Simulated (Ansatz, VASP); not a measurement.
# One calculation of Cu, two programs

```
CELL_PARAMETERS angstrom
0.00000 1.80750 1.86173
1.80750 0.00000 1.86173
1.80750 1.80750 0.00000
ATOMIC_POSITIONS crystal
Cu 0.00000 0.00000 0.00000
```

Change from the starting cell: zz strain of +3 %, PAW files.

Alike in both runs: task electric field gradients; functional PBE; k mesh 19 × 19 × 19; occupations fermi-dirac, width 0.08 eV; no spin polarisation.

|  | VASP | Ansatz |
| --- | --- | --- |
| version | VASP 6.6.1 | Ansatz 0.2.0 |
| potentials or method | VASP PAW PBE potentials, release 64 (Cu) | PAW with Ansatz's default frozen-core files, scalar-relativistic |
| plane-wave cutoff (eV) | 520 | 420 |
| valence electrons in the cell | 11 | 19 |

VASP gave:

```
pressure (GPa)                                                : -1.8
traceless stress, the component that is largest in VASP (GPa) : -1.00
size of Vzz on the site where it differs most (V/Å²)          : 0.4
```

Task: Estimate Ansatz's values.

Result: Pressure (GPa): -2.4; traceless stress, the component that is largest in VASP (GPa): -1.03; size of Vzz on the site where it differs most (V/Å²): 0.0.

With one functional, cell and mesh, what is left measures potentials, basis and numerics. VASP's potentials hold 11 valence electrons a cell and Ansatz's 19, so a difference there can come from the potentials and not from the codes.
